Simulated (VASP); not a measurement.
# CuI2 (P4/mmm) in VASP: a series of runs

The runs below take CuI2 through single point, with PBE.

All numbers are computed with VASP 6.6.1; they aren't measurements. Logs are shortened: lines on timing, memory, paths and dates and some standing lists are left out, and cuts for length are marked.

## 1. The cell of the first run

Symmetry: P4/mmm, No. 123, tetragonal system. The conventional cell has a = 5.200 Å, b = 5.200 Å, c = 4.544 Å, α = 90.00°, β = 90.00°, γ = 90.00°. I (site symmetry mmm) has 2 Cu at 2.60 Å within 3.4 Å. Cu (site symmetry 4/mmm) has 4 I at 2.60 Å within 3.4 Å.

## 2. Single point, PBE

INCAR reads:

```
SYSTEM = CuI2
  ALGO = Normal
  EDIFF = 1E-7
  ENCUT = 520
  GGA = PE
  ISIF = 2
  ISMEAR = -1
  LASPH = .TRUE.
  LCHARG = .FALSE.
  LREAL = .FALSE.
  LWAVE = .FALSE.
  NBANDS = 20
  NELM = 60
  PREC = Accurate
  SIGMA = 0.05
```

KPOINTS reads:

```
k-points
0
G
  5 5 6
  0 0 0
```

POSCAR reads:

```
CuI2
1.0
    5.2003840000      0.0000000000      0.0000000000
    0.0000000000      5.2003840000      0.0000000000
    0.0000000000      0.0000000000      4.5441700000
I Cu
2 1
Direct
    0.5000000000      0.0000000000      0.0000000000
    0.0000000000      0.5000000000      0.0000000000
    0.0000000000      0.0000000000      0.0000000000
```

Potentials or basis: VASP PAW PBE potentials, release 64 (I, Cu).

The run is started by

```
> cat potpaw_PBE.64/I/POTCAR potpaw_PBE.64/Cu/POTCAR > POTCAR
> mpirun -np 1 vasp_std > vasp.out
```

OUTCAR:

```text
SYSTEM = CuI2
   EDIFF = 1E-7
   ENCUT = 520
   GGA = PE
   ISIF = 2
   ISMEAR = -1
   LASPH = .TRUE.
   LREAL = .FALSE.
   NELM = 60
   PREC = Accurate

 ion  position               nearest neighbor table
   1  0.500  0.000  0.000-   3 2.60   3 2.60
   2  0.000  0.500  0.000-   3 2.60   3 2.60
   3  0.000  0.000  0.000-   1 2.60   2 2.60   2 2.60   1 2.60

  LATTYP: Found a simple tetragonal cell.
 ALAT       =     5.2003840000
 C/A-ratio  =     0.8738143183

  Lattice vectors:

 A1 = (   5.2003840000,   0.0000000000,   0.0000000000)
 A2 = (   0.0000000000,   5.2003840000,   0.0000000000)
 A3 = (   0.0000000000,   0.0000000000,   4.5441700000)

Analysis of symmetry for initial positions (statically):
=====================================================================
 Subroutine PRICEL returns:
 Original cell was already a primitive cell.

 Routine SETGRP: Setting up the symmetry group for a
 simple tetragonal supercell.

 Subroutine GETGRP returns: Found 16 space group operations
 (whereof 16 operations were pure point group operations)
 out of a pool of 16 trial point group operations.

The static configuration has the point symmetry D_4h.

Analysis of symmetry for dynamics (positions and initial velocities):
=====================================================================
 Subroutine PRICEL returns:
 Original cell was already a primitive cell.

 Routine SETGRP: Setting up the symmetry group for a
 simple tetragonal supercell.

 Subroutine GETGRP returns: Found 16 space group operations
 (whereof 16 operations were pure point group operations)
 out of a pool of 16 trial point group operations.

The dynamic configuration has the point symmetry D_4h.

 Subroutine INISYM returns: Found 16 space group operations
 (whereof 16 operations are pure point group operations),
 and found     1 'primitive' translations

----------------------------------------------------------------------------------------

                                     Primitive cell

  volume of cell :     122.8925

  direct lattice vectors                    reciprocal lattice vectors
     5.200384000  0.000000000  0.000000000     0.192293492  0.000000000  0.000000000
     0.000000000  5.200384000  0.000000000     0.000000000  0.192293492  0.000000000
     0.000000000  0.000000000  4.544170000     0.000000000  0.000000000  0.220062190

  length of vectors
     5.200384000  5.200384000  4.544170000     0.192293492  0.192293492  0.220062190

  position of ions in fractional coordinates (direct lattice)
     0.500000000  0.000000000  0.000000000
     0.000000000  0.500000000  0.000000000
     0.000000000  0.000000000  0.000000000

  ion indices of the primitive-cell ions
   primitive index   ion index
                 1           1
                 2           2
                 3           3

----------------------------------------------------------------------------------------

 KPOINTS: k-points

Automatic generation of k-mesh.
 Grid dimensions read from file:
 generate k-points for:    5    5    6

 Generating k-lattice:

  Cartesian coordinates                     Fractional coordinates (reciprocal lattice)
     0.038458698  0.000000000  0.000000000     0.200000000  0.000000000  0.000000000
     0.000000000  0.038458698  0.000000000     0.000000000  0.200000000  0.000000000
     0.000000000  0.000000000  0.036677032     0.000000000  0.000000000  0.166666667

  Length of vectors
     0.038458698  0.038458698  0.036677032

  Shift w.r.t. Gamma in fractional coordinates (k-lattice)
     0.000000000  0.000000000  0.000000000

 Subroutine IBZKPT returns following result:
 ===========================================

 Found     24 irreducible k-points:

 Following reciprocal coordinates:
            Coordinates               Weight
  0.000000  0.000000  0.000000      1.000000
  0.200000  0.000000  0.000000      4.000000
  0.400000  0.000000  0.000000      4.000000
  0.200000  0.200000  0.000000      4.000000
  0.400000  0.200000  0.000000      8.000000
  0.400000  0.400000  0.000000      4.000000
[... 16 lines left out ...]
  0.400000  0.200000  0.500000      8.000000
  0.400000  0.400000  0.500000      4.000000
   k-points           NKPTS =     24   k-points in BZ     NKDIM =     24   number of bands    NBANDS=     20
   number of dos      NEDOS =    301   number of ions     NIONS =      3
   total plane-waves  NPLWV =  57600
   dimension x,y,z NGX =    40 NGY =   40 NGZ =   36
   dimension x,y,z NGXF=    80 NGYF=   80 NGZF=   72
   ions per type =               2   1
   NGX,Y,Z   is equivalent  to a cutoff of  12.79, 12.79, 13.17 a.u.
   NGXF,Y,Z  is equivalent  to a cutoff of  25.57, 25.57, 26.34 a.u.
 SYSTEM =  CuI2
   PREC   = accura    normal or accurate (medium, high low for compatibility)
   ISTART =      0    job   : 0-new  1-cont  2-samecut
   ICHARG =      2    charge: 1-file 2-atom 10-const
   ISPIN  =      1    spin polarized calculation?
   LNONCOLLINEAR =      F non collinear calculations
   LSORBIT =      F    spin-orbit coupling
   LASPH  =      T    aspherical Exc in radial PAW
   ENCUT  =  520.0 eV  38.22 Ry    6.18 a.u.   9.67  9.67  8.45*2*pi/ulx,y,z
   NELM   =     60;   NELMIN=  2; NELMDL= -5     # of ELM steps
   EDIFF  = 0.1E-06   stopping-criterion for ELM
   LREAL  =      F    real-space projection
   EDIFFG = 0.1E-05   stopping-criterion for IOM
   NSW    =      0    number of steps for IOM
   IBRION =     -1    ionic relax: 0-MD 1-quasi-New 2-CG
   NFREE  =      0    steps in history (QN), initial steepest desc. (CG)
   ISIF   =      2    stress and relaxation
   ISYM   =      2    0-nonsym 1-usesym 2-fastsym
   POTIM  = 0.5000    time-step for ionic-motion
   TEBEG  =    0.0;   TEEND  =   0.0 temperature during run
   PSTRESS=    0.0 pullay stress
   NELECT =      25.0000    total number of electrons
   NUPDOWN=      -1.0000    fix difference up-down
   EMIN   =  10.00;   EMAX   =-10.00  energy-range for DOS
   EFERMI =   0.00;   METHOD = LEGACY
   ISMEAR =    -1;   SIGMA  =   0.05  broadening in eV -4-tet -1-fermi 0-gaus
   EFERMI_NEDOS =   21; number of points for ismear=-14 and -15
   IALGO  =     38    algorithm
   IMIX   =      4    mixing-type and parameters
     AMIX     =   0.40;   BMIX     =  1.00
     AMIX_MAG =   1.60;   BMIX_MAG =  1.00
  volume/ion in A,a.u.               =      40.96       276.44
  Fermi-wavevector in a.u.,A,eV,Ry     =   0.962823  1.819471 12.612978  0.927028
  Thomas-Fermi vector in A             =   2.092315
   LORBIT       =      0    0 simple, 1 ext, 2 COOP (PROOUT), +10 PAW based schemes
   GGA     = PE    functional components
   LHFCALC =     F    Hartree Fock is set to
   AEXX    =    0.0000 exact exchange contribution
   IVDW    =     0    specifies the selected vdW correction
   LEPSILON=     F    determine dielectric tensor
   LRPA    =     F    only Hartree local field effects (RPA)
 non-spin polarized calculation
  energy-cutoff  :      520.00
  volume of cell :      122.89
 maximum number of plane-waves:      3352
 NGX is ok and might be reduce to    40
   NGX = 19   NGY = 19   NGZ = 17

 number of electron      24.9999991 magnetization

 Free energy of the ion-electron system (eV)
  ---------------------------------------------------
  ext. energy  EPLUGINS =         0.00000000
  ---------------------------------------------------
  free energy    TOTEN  =        -6.49394835 eV

  energy without entropy =       -6.46372777  energy(sigma->0) =       -6.47883806

 E-fermi :   1.3803     XC(G=0):  -7.3920

 val. band max:        1.3779903960   @ k =   0.2000   0.2000   0.1667
 cond. band min:       1.4131404704   @ k =   0.2000   0.2000   0.3333
 fundamental gap:      0.0351500744
 Fermi energy:         1.3803316492

 k-point     1 :       0.0000    0.0000    0.0000
  band No.  band energies     occupation
      1     -11.4420      2.00000
      2     -10.2274      2.00000
      3      -2.3540      2.00000
      4      -2.3540      2.00000
      5      -0.8912      2.00000
      6      -0.6484      2.00000
[... 12 lines left out ...]
     19       9.9066      0.00000
     20      10.2379      0.00000

 k-point     2 :       0.2000    0.0000    0.0000
  band No.  band energies     occupation
      1     -11.3285      2.00000
      2     -10.3381      2.00000
      3      -2.7087      2.00000
      4      -2.2264      2.00000
      5      -1.0040      2.00000
      6      -0.7775      2.00000
[... 12 lines left out ...]
     19       9.1419      0.00000
     20      10.4125      0.00000

 k-point     3 :       0.4000    0.0000    0.0000
  band No.  band energies     occupation
      1     -11.0316      2.00000
      2     -10.6324      2.00000
      3      -3.1228      2.00000
      4      -1.8981      2.00000
      5      -1.3244      2.00000
      6      -0.9416      2.00000
[... 12 lines left out ...]
     19      10.0987      0.00000
     20      10.4191      0.00000

 k-point     4 :       0.2000    0.2000    0.0000
  band No.  band energies     occupation
      1     -11.2256      2.00000
      2     -10.4157      2.00000
      3      -3.1175      2.00000
      4      -2.2149      2.00000
      5      -1.3899      2.00000
      6      -0.8097      2.00000
[... 12 lines left out ...]
     19       9.8152      0.00000
     20      10.6516      0.00000

 k-point     5 :       0.4000    0.2000    0.0000
  band No.  band energies     occupation
      1     -10.9627      2.00000
      2     -10.6389      2.00000
      3      -3.6006      2.00000
      4      -2.1566      2.00000
      5      -1.8681      2.00000
      6      -0.9378      2.00000
[... 12 lines left out ...]
     19       9.1762      0.00000
     20      10.0963      0.00000

 k-point     6 :       0.4000    0.4000    0.0000
  band No.  band energies     occupation
      1     -10.8106      2.00000
      2     -10.6859      2.00000
      3      -4.2485      2.00000
      4      -2.3695      2.00000
      5      -2.2521      2.00000
      6      -0.9373      2.00000
[... 12 lines left out ...]
     19       8.4737      0.00000
     20       9.4441      0.00000

 k-point     7 :       0.0000    0.0000    0.1667
  band No.  band energies     occupation
      1     -11.4218      2.00000
      2     -10.2114      2.00000
      3      -2.3265      2.00000
      4      -2.3265      2.00000
      5      -0.8901      2.00000
      6      -0.7451      2.00000
[... 12 lines left out ...]
     19       9.1369      0.00000
     20       9.1369      0.00000
[... 277 lines left out ...]
 k-point    20 :       0.2000    0.0000    0.5000
  band No.  band energies     occupation
      1     -11.2471      2.00000
      2     -10.2711      2.00000
      3      -2.6134      2.00000
      4      -2.1167      2.00000
      5      -1.4390      2.00000
      6      -0.9887      2.00000
[... 12 lines left out ...]
     19       9.2663      0.00000
     20      10.3234      0.00000

 k-point    21 :       0.4000    0.0000    0.5000
  band No.  band energies     occupation
      1     -10.9538      2.00000
      2     -10.5598      2.00000
      3      -3.0425      2.00000
      4      -1.7976      2.00000
      5      -1.3548      2.00000
      6      -1.2847      2.00000
[... 12 lines left out ...]
     19       9.6063      0.00000
     20      10.5517      0.00000

 k-point    22 :       0.2000    0.2000    0.5000
  band No.  band energies     occupation
      1     -11.1453      2.00000
      2     -10.3473      2.00000
      3      -2.9997      2.00000
      4      -2.1573      2.00000
      5      -1.4047      2.00000
      6      -1.3400      2.00000
[... 12 lines left out ...]
     19      10.2435      0.00000
     20      10.6752      0.00000

 k-point    23 :       0.4000    0.2000    0.5000
  band No.  band energies     occupation
      1     -10.8857      2.00000
      2     -10.5664      2.00000
      3      -3.4870      2.00000
      4      -2.1149      2.00000
      5      -1.7857      2.00000
      6      -1.3390      2.00000
[... 12 lines left out ...]
     19       9.5368      0.00000
     20      10.5762      0.00000

 k-point    24 :       0.4000    0.4000    0.5000
  band No.  band energies     occupation
      1     -10.7356      2.00000
      2     -10.6129      2.00000
      3      -4.1228      2.00000
      4      -2.2618      2.00000
      5      -2.2343      2.00000
      6      -1.3104      2.00000
[... 12 lines left out ...]
     19      10.7000      0.00000
     20      10.9613      0.00000

------------------------ aborting loop because EDIFF is reached ----------------------------------------

  FORCE on cell =-STRESS in cart. coord.  units (eV):
  Direction    XX          YY          ZZ          XY          YZ          ZX
  --------------------------------------------------------------------------------------
  -------------------------------------------------------------------------------------
  Total        0.7387836      0.7387836      0.3694060      0.0000000     -0.0000000      0.0000000
  in kB        9.6316886      9.6316886      4.8160288      0.0000000     -0.0000000      0.0000000
  external PRESSURE =       8.0264687 kB  Pullay stress =       0.0000000 kB

 VOLUME and BASIS-vectors are now :
 -----------------------------------------------------------------------------
  energy-cutoff  :      520.00
  volume of cell :      122.89
      direct lattice vectors                 reciprocal lattice vectors
     5.200384000  0.000000000  0.000000000     0.192293492  0.000000000  0.000000000
     0.000000000  5.200384000  0.000000000     0.000000000  0.192293492  0.000000000
     0.000000000  0.000000000  4.544170000     0.000000000  0.000000000  0.220062190

 POSITION                                       TOTAL-FORCE (eV/Angst)
 -----------------------------------------------------------------------------------
      2.60019      0.00000      0.00000         0.000000      0.000000      0.000000
      0.00000      2.60019      0.00000         0.000000      0.000000      0.000000
      0.00000      0.00000      0.00000         0.000000      0.000000      0.000000
 -----------------------------------------------------------------------------------
    total drift:                               -0.000000     -0.000000     -0.000000

  FREE ENERGIE OF THE ION-ELECTRON SYSTEM (eV)
  ---------------------------------------------------
  free  energy   TOTEN  =        -6.4939483528 eV

  energy  without entropy=       -6.4637277744  energy(sigma->0) =       -6.47883806
```

Run time: 43 s. Hardware: 1 thread of Intel Xeon 6975P-C (Granite Rapids), shared host; peak memory 0.25 GiB.

What came out:

```yaml
Free_energy: -6.4939 eV
Pressure: 0.8 GPa
```

Stress tensor (GPa, compression positive):
```
0.96 0.00 0.00
0.00 0.96 0.00
0.00 0.00 0.48
```

Caveat: spin-orbit coupling is left out, which moves the levels of the heavy elements; this functional lacks dispersion, which binds the layers, so the pressure and a relaxed spacing across them are unreliable; an odd number of electrons without spin polarisation forces a metal; a magnetic or distorted state may lie lower; semilocal functionals often make such compounds metallic where correlation or magnetic order opens a gap, which also shifts bond lengths.

## 3. Single point, PBE

INCAR reads:

```
ALGO = Normal
EDIFF = 1E-6
ENCUT = 520
GGA = PE
ISIF = 2
ISMEAR = -1
LASPH = T
LCHARG = F
LREAL = F
LWAVE = F
NBANDS = 20
NELM = 100
PREC = Accurate
SIGMA = 0.05
```

KPOINTS reads:

```
k-points
0
Gamma
  5 5 6
```

POSCAR is that of step 2.

Potentials or basis: VASP PAW PBE potentials, release 64 (I, Cu).

The run is started by

```
> cat potpaw_PBE.64/I/POTCAR potpaw_PBE.64/Cu/POTCAR > POTCAR
> mpirun -np 1 vasp_std > vasp.out
```

Run time: 48 s. Hardware: 1 thread of Intel Xeon 6975P-C (Granite Rapids), shared host; peak memory 0.25 GiB.

The run converged. Its results:

```
Free energy : -6.4939 eV
Pressure    : 0.8 GPa
```

Stress tensor (GPa, compression positive):
```
0.98 0.00 0.00
0.00 0.98 0.00
0.00 0.00 0.50
```

Levels at points of the mesh, in eV from the Fermi level:
```
           k point  band 9  band 10  band 11  band 12  band 13  band 14  band 15  band 16  band 17  band 18
(0.00, 0.00, 0.00)   -1.85    -1.74    -0.53    -0.53    -0.46     0.84     4.51     6.36     6.97     8.04
(0.00, 0.00, 0.50)   -1.97    -1.76    -1.23    -0.45    -0.45     1.31     5.65     6.38     6.41     6.41
```

Caveat: spin-orbit coupling is left out, which moves the levels of the heavy elements; this functional lacks dispersion, which binds the layers, so the pressure and a relaxed spacing across them are unreliable; an odd number of electrons without spin polarisation forces a metal; a magnetic or distorted state may lie lower; semilocal functionals often make such compounds metallic where correlation or magnetic order opens a gap, which also shifts bond lengths.

(Part 1 of 2 ends here.)
